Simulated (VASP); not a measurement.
Crystal: TiNF.

```xyz
6
Lattice="3.0620 0.0000 0.0000 0.0000 3.9644 0.0000 0.0000 0.0000 7.8708" Properties=species:S:1:pos:R:3 pbc="T T T"
Ti    1.5310    0.0000    7.0516
Ti    0.0000    1.9822    0.8192
N     1.5310    1.9822    7.3932
N     0.0000    0.0000    0.4776
F     0.0000    0.0000    5.7034
F     1.5310    1.9822    2.1674
```

| Item | Value |
| --- | --- |
| Program | VASP 6.6.1 |
| Task | relaxation of cell and atoms |
| Functional | PBEsol |
| Potentials or basis | VASP PAW PBE potentials, release 64 (Ti_sv, N, F) |
| Cutoff | 600 eV |
| k mesh | 4 × 3 × 2 |
| Occupations | fermi-dirac, width 0.05 eV |
| Spin | no spin polarisation |

At the start: pressure -4.5 GPa; volume 15.92 Å³/atom.

Task: Where does the relaxation end?

Result: Over 5 steps the energy falls by 8.3 meV/atom and the volume is 15.40 Å³/atom (-3.3 %); space group Pmmn (No. 59, to 0.05 Å).

The path:
| step | energy change (eV) | largest force (eV/Å) | pressure (GPa) | volume (Å³) |
| --- | --- | --- | --- | --- |
| 1 | 0.0000 | 0.3530 | -4.46 | 95.54 |
| 2 | 0.0172 | 0.5641 | 5.87 | 89.54 |
| 3 | -0.0460 | 0.1850 | -0.05 | 92.70 |
| 4 | -0.0496 | 0.0526 | -0.05 | 92.48 |
| 5 | -0.0497 | 0.0242 | -0.03 | 92.43 |

Final structure:
```
CELL_PARAMETERS angstrom
3.03416 0.00000 0.00000
0.00000 3.89759 0.00000
0.00000 0.00000 7.81570
ATOMIC_POSITIONS crystal
Ti 0.50000 0.00000 0.89547
Ti 0.00000 0.50000 0.10453
N 0.50000 0.50000 0.93843
N 0.00000 0.00000 0.06157
F 0.00000 0.00000 0.72570
F 0.50000 0.50000 0.27430
```

Caveat: the k points lie up to 0.54 Å⁻¹ apart in the final cell; the PAW data sets were made with another functional, which shifts forces and pressure a little; the relaxation stopped at a loose force limit of 0.05 eV/Å, so its end isn't a converged minimum.
